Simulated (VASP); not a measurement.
A run of VASP 6.6.1 is set up as follows.

INCAR

```
PREC = Accurate
ENCUT = 520
EDIFF = 1E-6
ISMEAR = 0
SIGMA = 0.15
LREAL = F
LASPH = T
NELM = 80
ALGO = Fast
ISIF = 2
LWAVE = F
LCHARG = F
GGA = PS
NBANDS = 30
```

Contents of KPOINTS:

```
Automatic mesh
0
Gamma
  18 18 6
```

The input POSCAR:

```
Ag
1.0
    2.8278888758      0.0000000000      0.0000000000
   -1.4139444379      2.4490236055      0.0000000000
    0.0000000000      0.0000000000      9.3380588842
Ag
4
Direct
    0.3333333333      0.6666666667      0.2500000000
    0.6666666667      0.3333333333      0.7500000000
    0.0000000000      0.0000000000      0.0000000000
    0.0000000000      0.0000000000      0.5000000000
```

Potentials or basis: VASP PAW PBE potentials, release 64 (Ag).

Run with:

```console
$ cat potpaw_PBE.64/Ag/POTCAR > POTCAR
$ mpirun -np 1 vasp_std > vasp.out
```

(1) Predict the band gap on the k mesh.

(2) Estimate the pressure.

Results:

(1) zero (bands 22 and 23 overlap by 6.74 eV).

(2) 3.7 GPa.

Caveat: the cell differs from its parent crystal (strain -0.015 along x and y, +0.000 along z); the cell stands under pressure; the PAW data sets were made with another functional, which shifts forces and pressure a little.
